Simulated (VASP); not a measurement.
A run of VASP 6.6.1:

POSCAR

```
TlGa7Sb8
1.0
    0.0000000000      6.1180000000      6.1180000000
    6.1180000000      0.0000000000      6.1180000000
    6.1180000000      6.1180000000      0.0000000000
Tl Sb Ga
1 8 7
Direct
    0.0000000000      0.0000000000      0.0000000000
    0.1250000000      0.1250000000      0.1250000000
    0.1250000000      0.1250000000      0.6250000000
    0.1250000000      0.6250000000      0.1250000000
    0.1250000000      0.6250000000      0.6250000000
    0.6250000000      0.1250000000      0.1250000000
    0.6250000000      0.1250000000      0.6250000000
    0.6250000000      0.6250000000      0.1250000000
    0.6250000000      0.6250000000      0.6250000000
    0.0000000000      0.0000000000      0.5000000000
    0.0000000000      0.5000000000      0.0000000000
    0.0000000000      0.5000000000      0.5000000000
    0.5000000000      0.0000000000      0.0000000000
    0.5000000000      0.0000000000      0.5000000000
    0.5000000000      0.5000000000      0.0000000000
    0.5000000000      0.5000000000      0.5000000000
```

The input INCAR.step1:

```
PREC = Accurate ; ENCUT = 440
ISMEAR = -1 ; SIGMA = 0.05
LREAL = F ; LASPH = T
NELM = 120 ; NBANDS = 86
GGA = PE ; ALGO = Normal
EDIFF = 1E-5 ; LWAVE = T
LCHARG = F ; GGA_COMPAT = F
```

The input INCAR.step2:

```
PREC = Accurate ; ENCUT = 440
EDIFF = 1E-6 ; ISMEAR = -1
SIGMA = 0.05 ; LREAL = F
LASPH = T ; NELM = 120
ALGO = Normal ; ISIF = 2
LWAVE = F ; LCHARG = F
METAGGA = R2SCAN ; LMIXTAU = T
NBANDS = 86 ; ISTART = 1
GGA_COMPAT = F
```

KPOINTS

```
Automatic mesh
0
Gamma
  2 2 2
```

Potentials or basis: VASP PAW PBE potentials, release 64 (Tl_d, Sb, Ga_d).

Launch:

```console
$ cat potpaw_PBE.64/Tl_d/POTCAR potpaw_PBE.64/Sb/POTCAR potpaw_PBE.64/Ga_d/POTCAR > POTCAR
$ cp INCAR.step1 INCAR
$ mpirun -np 1 vasp_std > vasp.out
$ cp INCAR.step2 INCAR
$ mpirun -np 1 vasp_std > vasp.out
```

Hardware: 1 thread of Intel(R) Xeon(R) Platinum 8488C (Sapphire Rapids), with other jobs on the host.

Question: How long does it take, and how much memory?

Answer: Run time: 6.3 min on 1 thread of Intel(R) Xeon(R) Platinum 8488C (Sapphire Rapids), with other jobs on the host, peak memory 0.57 GiB. Counts: k points 3.
